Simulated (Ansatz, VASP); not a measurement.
## LiAl5: VASP beside Ansatz

```
Li Al
1.0
     0.00000   -2.86755    0.00000
    -5.73510    0.00000    0.00000
     0.00000    0.00000  -12.14038
Li Al
2 10
Cartesian
  -2.8675 -2.8675 0.0000
  0.0000 -2.8675 0.0000
  -4.3013 -1.4338 -2.0836
  -1.4338 -1.4338 -2.0836
  -5.7351 -2.8675 -4.0717
  -2.8675 -2.8675 -4.0717
  -4.3013 -1.4338 -6.0702
  -1.4338 -1.4338 -6.0702
  -5.7351 -2.8675 -8.0687
  -2.8675 -2.8675 -8.0687
  -4.3013 -1.4338 -10.0568
  -1.4338 -1.4338 -10.0568
```

Alike in both runs: task single point; functional PBE; k mesh 8 × 4 × 2; occupations gaussian, width 0.2 eV; no spin polarisation.

|  | VASP | Ansatz |
| --- | --- | --- |
| version | VASP 6.6.1 | Ansatz 0.2.0 |
| potentials or method | VASP PAW PBE potentials, release 64 (Li_sv, Al), cutoff 520 eV | scalar-relativistic, plane waves, PAW |
| valence electrons in the cell | 36 | 36 |

```csv
,VASP,Ansatz,Ansatz less VASP
gap on the k mesh at the Fermi level (eV),none,none,-
rms of the force components (eV/Å),0.053,0.052,-0.0009
```

Atom by atom the forces differ by 0.001 eV/Å (rms over components). A gap of «none» marks a metal or a gap that the smearing closes.

Noted on VASP's run: the cutoff is short for stress, so the pressure is rough.
